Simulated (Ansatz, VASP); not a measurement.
# Two plane-wave programs on MgS

```xyz
2
Lattice="0.0000 2.6016 2.6016 2.6016 0.0000 2.6016 2.6016 2.6016 0.0000" Properties=species:S:1:pos:R:3 pbc="T T T"
Mg    0.0000    0.0000    0.0000
S     2.6016    2.6016    2.6016
```

Alike in both runs: task relaxation of cell and atoms; functional PBE; k mesh 8 × 8 × 8; occupations fermi-dirac, width 0.02 eV; no spin polarisation.

```csv
,VASP,Ansatz
version,VASP 6.6.1,Ansatz 0.2.0
potentials or method,"VASP PAW PBE potentials, release 64 (Mg, S), cutoff 600 eV",PAW plane waves
valence electrons in the cell,8,16
```

Ansatz gave:

```
gap on the k mesh at the Fermi level, each at its own relaxed structure (eV) : 2.76
relaxed volume (Å³/atom)                                                     : 17.88
relaxed cell length with the largest relative difference (Å)                 : 3.698
```

Question: What did VASP give for the same quantities?

Answer: gap on the k mesh at the Fermi level, each at its own relaxed structure (eV): 2.75; relaxed volume (Å³/atom): 17.81; relaxed cell length with the largest relative difference (Å): 3.693.

VASP's potentials hold 8 valence electrons a cell and Ansatz's 16, so a difference there can come from the potentials and not from the codes.
